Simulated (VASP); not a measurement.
A run of VASP 6.6.1 is set up as follows.

INCAR

```
SYSTEM = Ti8C9
PREC = Accurate
ENCUT = 520
EDIFF = 1E-6
ISMEAR = 0
SIGMA = 0.1
LREAL = Auto
LASPH = .TRUE.
NELM = 60
ALGO = Normal
ISIF = 2
LWAVE = .FALSE.
LCHARG = .TRUE.
GGA = PE
LELF = .TRUE.
LVHAR = .TRUE.
NBANDS = 80
```

The input KPOINTS:

```
regular mesh
0
G
  5 5 5
  0 0 0
```

POSCAR

```
Ti8C9
1.0
    0.0000000000      4.3327798708     -4.3327798708
    4.3327798708      4.3327798708      0.0000000000
    4.3327798708      0.0000000000     -4.3327798708
Ti C
8 9
Direct
    0.0037237750     -0.0012412583      0.4987587417
    0.0099970777      0.5099970777      0.4700087668
    0.4987587417     -0.0012412583      0.4987587417
    0.4987587417      0.5037237750      0.4987587417
    0.0099970777     -0.0299912332      1.0099970777
    0.0099970777      0.5099970777      1.0099970777
    0.4987587417     -0.0012412583      1.0037237750
    0.4700087668      0.5099970777      1.0099970777
    0.2514962256      0.7514962256      0.2514962256
    0.2514962256      0.2455113231      0.2514962256
    0.7455113231      0.7514962256      0.2514962256
    0.7580719356      0.2580719356      0.2257841933
    0.2514962256      0.7514962256      0.7455113231
    0.2257841933      0.2580719356      0.7580719356
    0.7580719356      0.7257841933      0.7580719356
    0.7580719356      0.2580719356      0.7580719356
    0.8750000000      0.3750000000      0.8750000000
```

Potentials or basis: VASP PAW PBE potentials, release 64 (Ti_sv, C).

Command:

```console
$ cat potpaw_PBE.64/Ti_sv/POTCAR potpaw_PBE.64/C/POTCAR > POTCAR
$ mpirun -np 1 vasp_std > vasp.out
```

(1) Predict the pressure.

(2) Estimate the largest force.

Results:

(1) 9.6 GPa.

(2) 0.063 eV/Å.
